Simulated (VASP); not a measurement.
# Sb2N (P4/mmm) in VASP: further runs

Runs on Sb2N. Level: PBE. Tasks: single point.

All numbers are computed with VASP 6.6.1; they aren't measurements. Logs are shortened: lines on timing, memory, paths and dates and some standing lists are left out, and cuts for length are marked.

### Step 1. The cell of the first run

Symmetry: P4/mmm, No. 123, tetragonal system. The conventional cell has a = 3.405 Å, b = 3.405 Å, c = 4.996 Å, α = 90.00°, β = 90.00°, γ = 90.00°. Sb (site symmetry 4/mmm) has 4 N at 2.41 Å within 3.2 Å. Within 3.3 Å of Sb (site symmetry 4/mmm) lie 2 N at 2.50 Å. Within 3.2 Å of N (site symmetry 4/mmm) lie 6 Sb at 2.41 to 2.50 Å.

### Step 2. Single point, PBE

Input file INCAR:

```
SYSTEM = Sb2N
ALGO     = Normal         ! electronic algorithm
EDIFF    = 1E-7           ! SCF threshold, eV
ENCUT    = 520            ! plane-wave cutoff, eV
GGA      = PE             ! functional
ISIF     = 2              ! what is computed and relaxed
ISMEAR   = 0              ! smearing method
LASPH    = .TRUE.         ! aspherical terms in the spheres
LCHARG   = .FALSE.        ! write CHGCAR
LREAL    = .FALSE.        ! projectors in reciprocal space
LWAVE    = .FALSE.        ! write WAVECAR
NBANDS   = 14             ! bands
NELM     = 80             ! most SCF steps
PREC     = Accurate       ! precision mode
SIGMA    = 0.1            ! smearing width, eV
```

Input file KPOINTS:

```
k-points
0
G
  4 4 6
  0 0 0
```

Input file POSCAR:

```
Sb2N
1.0
    3.4051667175      0.0000000000      0.0000000000
    0.0000000000      3.4051667175      0.0000000000
    0.0000000000      0.0000000000      4.9956744756
Sb N
2 1
Direct
    0.5000000000      0.5000000000      0.5000000000
    0.0000000000      0.0000000000      0.0000000000
    0.0000000000      0.0000000000      0.5000000000
```

Potentials or basis: VASP PAW PBE potentials, release 64 (Sb, N).

Run with:

```sh
$ cat potpaw_PBE.64/Sb/POTCAR potpaw_PBE.64/N/POTCAR > POTCAR
$ mpirun -np 1 vasp_std > vasp.out
```

OUTCAR:

```text
SYSTEM = Sb2N
   EDIFF = 1E-7
   ENCUT = 520
   GGA = PE
   ISIF = 2
   ISMEAR = 0
   LASPH = .TRUE.
   LREAL = .FALSE.
   NELM = 80
   PREC = Accurate

 ion  position               nearest neighbor table
   1  0.500  0.500  0.500-   3 2.41   3 2.41   3 2.41   3 2.41   2 3.47   2 3.47   2 3.47   2 3.47
                             2 3.47   2 3.47   2 3.47   2 3.47
   2  0.000  0.000  0.000-   3 2.50   3 2.50   1 3.47   1 3.47   1 3.47   1 3.47   1 3.47   1 3.47
                             1 3.47   1 3.47
   3  0.000  0.000  0.500-   1 2.41   1 2.41   1 2.41   1 2.41   2 2.50   2 2.50

  LATTYP: Found a simple tetragonal cell.
 ALAT       =     3.4051667175
 C/A-ratio  =     1.4670866040

  Lattice vectors:

 A1 = (   3.4051667175,   0.0000000000,   0.0000000000)
 A2 = (   0.0000000000,   3.4051667175,   0.0000000000)
 A3 = (   0.0000000000,   0.0000000000,   4.9956744756)

Analysis of symmetry for initial positions (statically):
=====================================================================
 Subroutine PRICEL returns:
 Original cell was already a primitive cell.

 Routine SETGRP: Setting up the symmetry group for a
 simple tetragonal supercell.

 Subroutine GETGRP returns: Found 16 space group operations
 (whereof 16 operations were pure point group operations)
 out of a pool of 16 trial point group operations.

The static configuration has the point symmetry D_4h.

Analysis of symmetry for dynamics (positions and initial velocities):
=====================================================================
 Subroutine PRICEL returns:
 Original cell was already a primitive cell.

 Routine SETGRP: Setting up the symmetry group for a
 simple tetragonal supercell.

 Subroutine GETGRP returns: Found 16 space group operations
 (whereof 16 operations were pure point group operations)
 out of a pool of 16 trial point group operations.

The dynamic configuration has the point symmetry D_4h.

 Subroutine INISYM returns: Found 16 space group operations
 (whereof 16 operations are pure point group operations),
 and found     1 'primitive' translations

----------------------------------------------------------------------------------------

                                     Primitive cell

  volume of cell :      57.9256

  direct lattice vectors                    reciprocal lattice vectors
     3.405166718  0.000000000  0.000000000     0.293671377  0.000000000  0.000000000
     0.000000000  3.405166718  0.000000000     0.000000000  0.293671377  0.000000000
     0.000000000  0.000000000  4.995674476     0.000000000  0.000000000  0.200173171

  length of vectors
     3.405166718  3.405166718  4.995674476     0.293671377  0.293671377  0.200173171

  position of ions in fractional coordinates (direct lattice)
     0.500000000  0.500000000  0.500000000
     0.000000000  0.000000000  0.000000000
     0.000000000  0.000000000  0.500000000

  ion indices of the primitive-cell ions
   primitive index   ion index
                 1           1
                 2           2
                 3           3

----------------------------------------------------------------------------------------

 KPOINTS: k-points

Automatic generation of k-mesh.
 Grid dimensions read from file:
 generate k-points for:    4    4    6

 Generating k-lattice:

  Cartesian coordinates                     Fractional coordinates (reciprocal lattice)
     0.073417844  0.000000000  0.000000000     0.250000000  0.000000000  0.000000000
     0.000000000  0.073417844  0.000000000     0.000000000  0.250000000  0.000000000
     0.000000000  0.000000000  0.033362195     0.000000000  0.000000000  0.166666667

  Length of vectors
     0.073417844  0.073417844  0.033362195

  Shift w.r.t. Gamma in fractional coordinates (k-lattice)
     0.000000000  0.000000000  0.000000000

 Subroutine IBZKPT returns following result:
 ===========================================

 Found     24 irreducible k-points:

 Following reciprocal coordinates:
            Coordinates               Weight
  0.000000  0.000000  0.000000      1.000000
  0.250000  0.000000  0.000000      4.000000
  0.500000  0.000000  0.000000      2.000000
  0.250000  0.250000  0.000000      4.000000
  0.500000  0.250000  0.000000      4.000000
  0.500000  0.500000  0.000000      1.000000
[... 16 lines left out ...]
  0.500000  0.250000  0.500000      4.000000
  0.500000  0.500000  0.500000      1.000000
   k-points           NKPTS =     24   k-points in BZ     NKDIM =     24   number of bands    NBANDS=     14
   number of dos      NEDOS =    301   number of ions     NIONS =      3
   total plane-waves  NPLWV =  31360
   dimension x,y,z NGX =    28 NGY =   28 NGZ =   40
   dimension x,y,z NGXF=    56 NGYF=   56 NGZF=   80
   ions per type =               2   1
   NGX,Y,Z   is equivalent  to a cutoff of  13.67, 13.67, 13.31 a.u.
   NGXF,Y,Z  is equivalent  to a cutoff of  27.34, 27.34, 26.62 a.u.
 SYSTEM =  Sb2N
   PREC   = accura    normal or accurate (medium, high low for compatibility)
   ISTART =      0    job   : 0-new  1-cont  2-samecut
   ICHARG =      2    charge: 1-file 2-atom 10-const
   ISPIN  =      1    spin polarized calculation?
   LNONCOLLINEAR =      F non collinear calculations
   LSORBIT =      F    spin-orbit coupling
   LASPH  =      T    aspherical Exc in radial PAW
   ENCUT  =  520.0 eV  38.22 Ry    6.18 a.u.   6.33  6.33  9.29*2*pi/ulx,y,z
   NELM   =     80;   NELMIN=  2; NELMDL= -5     # of ELM steps
   EDIFF  = 0.1E-06   stopping-criterion for ELM
   LREAL  =      F    real-space projection
   EDIFFG = 0.1E-05   stopping-criterion for IOM
   NSW    =      0    number of steps for IOM
   IBRION =     -1    ionic relax: 0-MD 1-quasi-New 2-CG
   NFREE  =      0    steps in history (QN), initial steepest desc. (CG)
   ISIF   =      2    stress and relaxation
   ISYM   =      2    0-nonsym 1-usesym 2-fastsym
   POTIM  = 0.5000    time-step for ionic-motion
   TEBEG  =    0.0;   TEEND  =   0.0 temperature during run
   PSTRESS=    0.0 pullay stress
   NELECT =      15.0000    total number of electrons
   NUPDOWN=      -1.0000    fix difference up-down
   EMIN   =  10.00;   EMAX   =-10.00  energy-range for DOS
   EFERMI =   0.00;   METHOD = LEGACY
   ISMEAR =     0;   SIGMA  =   0.10  broadening in eV -4-tet -1-fermi 0-gaus
   EFERMI_NEDOS =   21; number of points for ismear=-14 and -15
   IALGO  =     38    algorithm
   IMIX   =      4    mixing-type and parameters
     AMIX     =   0.40;   BMIX     =  1.00
     AMIX_MAG =   1.60;   BMIX_MAG =  1.00
  volume/ion in A,a.u.               =      19.31       130.30
  Fermi-wavevector in a.u.,A,eV,Ry     =   1.043474  1.971880 14.814539  1.088838
  Thomas-Fermi vector in A             =   2.178185
   LORBIT       =      0    0 simple, 1 ext, 2 COOP (PROOUT), +10 PAW based schemes
   GGA     = PE    functional components
   LHFCALC =     F    Hartree Fock is set to
   AEXX    =    0.0000 exact exchange contribution
   IVDW    =     0    specifies the selected vdW correction
   LEPSILON=     F    determine dielectric tensor
   LRPA    =     F    only Hartree local field effects (RPA)
 non-spin polarized calculation
 Gauss-broadening in eV      SIGMA  =   0.10
  energy-cutoff  :      520.00
  volume of cell :       57.93
 maximum number of plane-waves:      1586
 NGX is ok and might be reduce to    28
   NGX = 13   NGY = 13   NGZ = 19

 number of electron      15.0000000 magnetization

 Free energy of the ion-electron system (eV)
  ---------------------------------------------------
  ext. energy  EPLUGINS =         0.00000000
  ---------------------------------------------------
  free energy    TOTEN  =       -14.45963877 eV

  energy without entropy =      -14.44695679  energy(sigma->0) =      -14.45329778

 E-fermi :   8.8044     XC(G=0): -10.6825

 val. band max:        8.7784435453   @ k =   0.5000   0.2500   0.1667
 cond. band min:       8.8283753838   @ k =   0.5000   0.0000   0.3333
 fundamental gap:      0.0499318385
 Fermi energy:         8.8043772151

 k-point     1 :       0.0000    0.0000    0.0000
  band No.  band energies     occupation
      1      -7.5687      2.00000
      2      -0.9013      2.00000
      3       1.9265      2.00000
      4       2.4408      2.00000
      5       4.6603      2.00000
      6       4.6603      2.00000
      7       9.6693      0.00000
      8      11.4639      0.00000
      9      11.4639      0.00000
     10      13.0900      0.00000
     11      14.7556      0.00000
     12      15.6717      0.00000
     13      15.6717      0.00000
     14      16.1630      0.00000

 k-point     2 :       0.2500    0.0000    0.0000
  band No.  band energies     occupation
      1      -7.0420      2.00000
      2      -0.6704      2.00000
      3       0.2939      2.00000
      4       2.5637      2.00000
      5       5.2842      2.00000
      6       6.6375      2.00000
      7       8.0245      2.00000
      8       8.6677      1.94681
      9      11.8837      0.00000
     10      12.4157      0.00000
     11      13.5867      0.00000
     12      13.6373      0.00000
     13      15.7630      0.00000
     14      17.4586      0.00000

 k-point     3 :       0.5000    0.0000    0.0000
  band No.  band energies     occupation
      1      -6.2713      2.00000
      2      -2.0405      2.00000
      3       0.6257      2.00000
      4       3.5515      2.00000
      5       5.7379      2.00000
      6       6.1570      2.00000
      7       7.1293      2.00000
      8       9.1542      0.00000
      9       9.3237      0.00000
     10      11.3817      0.00000
     11      12.8779      0.00000
     12      13.0904      0.00000
     13      18.2699      0.00000
     14      18.4016      0.00000

 k-point     4 :       0.2500    0.2500    0.0000
  band No.  band energies     occupation
      1      -6.5552      2.00000
      2      -0.5392      2.00000
      3       0.6762      2.00000
      4       2.9213      2.00000
      5       3.1016      2.00000
      6       7.5732      2.00000
      7       8.4641      2.00000
      8       8.5354      1.99986
      9       8.8538      0.48434
     10      10.9262      0.00000
     11      13.9744      0.00000
     12      14.2259      0.00000
     13      14.3257      0.00000
     14      17.1100      0.00000

 k-point     5 :       0.5000    0.2500    0.0000
  band No.  band energies     occupation
      1      -5.8851      2.00000
      2      -1.2272      2.00000
      3       1.1971      2.00000
      4       3.4657      2.00000
      5       3.8463      2.00000
      6       5.2655      2.00000
      7       6.2962      2.00000
      8       7.8339      2.00000
      9       9.4143      0.00000
     10      12.5826      0.00000
     11      13.0759      0.00000
[... 276 lines left out ...]
 k-point    22 :       0.2500    0.2500    0.5000
  band No.  band energies     occupation
      1      -6.3764      2.00000
      2      -1.2709      2.00000
      3      -0.1539      2.00000
      4       3.2084      2.00000
      5       6.1042      2.00000
      6       7.4402      2.00000
      7       7.5122      2.00000
      8       7.6744      2.00000
      9       9.1538      0.00000
     10      11.7672      0.00000
     11      12.2942      0.00000
     12      13.3925      0.00000
     13      16.3216      0.00000
     14      18.2283      0.00000

 k-point    23 :       0.5000    0.2500    0.5000
  band No.  band energies     occupation
      1      -5.7514      2.00000
      2      -0.9714      2.00000
      3      -0.2539      2.00000
      4       3.5726      2.00000
      5       4.1670      2.00000
      6       5.4605      2.00000
      7       7.3811      2.00000
      8       8.8803      0.28280
      9       9.9435      0.00000
     10      10.1516      0.00000
     11      12.7923      0.00000
     12      13.2171      0.00000
     13      15.5722      0.00000
     14      17.6570      0.00000

 k-point    24 :       0.5000    0.5000    0.5000
  band No.  band energies     occupation
      1      -5.3069      2.00000
      2       0.5996      2.00000
      3       1.0136      2.00000
      4       1.9863      2.00000
      5       1.9863      2.00000
      6       5.8477      2.00000
      7       5.8477      2.00000
      8       7.5423      2.00000
      9       8.1184      2.00000
     10      11.0594      0.00000
     11      13.7223      0.00000
     12      13.7223      0.00000
     13      17.1037      0.00000
     14      18.0611      0.00000

------------------------ aborting loop because EDIFF is reached ----------------------------------------

  FORCE on cell =-STRESS in cart. coord.  units (eV):
  Direction    XX          YY          ZZ          XY          YZ          ZX
  --------------------------------------------------------------------------------------
  -------------------------------------------------------------------------------------
  Total       -0.2038263     -0.2038263     -0.1801577      0.0000000      0.0000000      0.0000000
  in kB       -5.6376741     -5.6376741     -4.9830197      0.0000000      0.0000000      0.0000000
  external PRESSURE =      -5.4194560 kB  Pullay stress =       0.0000000 kB

 VOLUME and BASIS-vectors are now :
 -----------------------------------------------------------------------------
  energy-cutoff  :      520.00
  volume of cell :       57.93
      direct lattice vectors                 reciprocal lattice vectors
     3.405166718  0.000000000  0.000000000     0.293671377  0.000000000  0.000000000
     0.000000000  3.405166718  0.000000000     0.000000000  0.293671377  0.000000000
     0.000000000  0.000000000  4.995674476     0.000000000  0.000000000  0.200173171

 POSITION                                       TOTAL-FORCE (eV/Angst)
 -----------------------------------------------------------------------------------
      1.70258      1.70258      2.49784         0.000000      0.000000      0.000000
      0.00000      0.00000      0.00000         0.000000      0.000000      0.000000
      0.00000      0.00000      2.49784         0.000000      0.000000      0.000000
 -----------------------------------------------------------------------------------
    total drift:                               -0.000000      0.000000      0.000000

  FREE ENERGIE OF THE ION-ELECTRON SYSTEM (eV)
  ---------------------------------------------------
  free  energy   TOTEN  =       -14.4596387700 eV

  energy  without entropy=      -14.4469567898  energy(sigma->0) =      -14.45329778
```

Wall time 12 s (1 thread of Intel Xeon Platinum 8559C (Emerald Rapids), shared host); peak memory 0.18 GiB.

Results:

```yaml
Free_energy: -14.4596 eV
Pressure: -0.5 GPa
```

Levels at points of the mesh, in eV from the Fermi level:
```
           k point  band 4  band 5  band 6  band 7  band 8  band 9  band 10  band 11
(0.00, 0.00, 0.00)   -6.36   -4.14   -4.14    0.86    2.66    2.66     4.29     5.95
(0.50, 0.00, 0.00)   -5.25   -3.07   -2.65   -1.68    0.35    0.52     2.58     4.07
(0.50, 0.50, 0.00)   -7.17   -6.55   -4.62   -1.75   -1.75    0.17     3.96     4.06
(0.00, 0.00, 0.50)   -3.98   -3.98   -2.16    0.27    0.89    2.05     2.05     5.15
(0.50, 0.00, 0.50)   -5.44   -2.52   -1.30   -0.74    0.38    2.29     2.71     2.82
(0.50, 0.50, 0.50)   -6.82   -6.82   -2.96   -2.96   -1.26   -0.69     2.26     4.92
```

Caveat: the k points lie up to 0.46 Å⁻¹ apart; spin-orbit coupling is left out, which moves the levels of the heavy elements.

(Continued in part 2 of 2.)
